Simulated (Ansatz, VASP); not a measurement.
# Two plane-wave programs on Zr3O

```
Zr O
1.0
     5.58360    0.00000    0.00000
    -2.79180    4.83554    0.00000
     0.00000    0.00000    5.15601
Zr O
6 2
Direct
  0.00000 0.66057 0.50000
  0.00000 0.33943 0.00000
  0.66057 0.66057 0.00000
  0.66057 0.00000 0.50000
  0.33943 0.33943 0.50000
  0.33943 0.00000 0.00000
  0.66667 0.33333 0.75000
  0.33333 0.66667 0.25000
```

Alike in both runs: functional PBEsol; k mesh 6 × 6 × 8; occupations gaussian, width 0.1 eV; no spin polarisation.

Ansatz relaxed the structure, and its values are those at the end. VASP's run is a single point on that final structure, the one shown.

|  | VASP | Ansatz |
| --- | --- | --- |
| version | VASP 6.6.1 | Ansatz 0.2.0 |
| potentials or method | VASP PAW PBE potentials, release 64 (Zr_sv, O), cutoff 520 eV | scalar-relativistic, plane waves, PAW |
| valence electrons in the cell | 84 | 84 |

Ansatz gave:

```
gap on the k mesh at the Fermi level (eV) : none
pressure (GPa)                            : 0.0
rms of the force components (eV/Å)        : 0.000
```

**Question.** Estimate VASP's values.

**Answer.** gap on the k mesh at the Fermi level (eV): none; pressure (GPa): 0.2; rms of the force components (eV/Å): 0.007.

VASP's potentials were made for PBE, not for PBEsol. A gap of «none» marks a metal or a gap that the smearing closes.
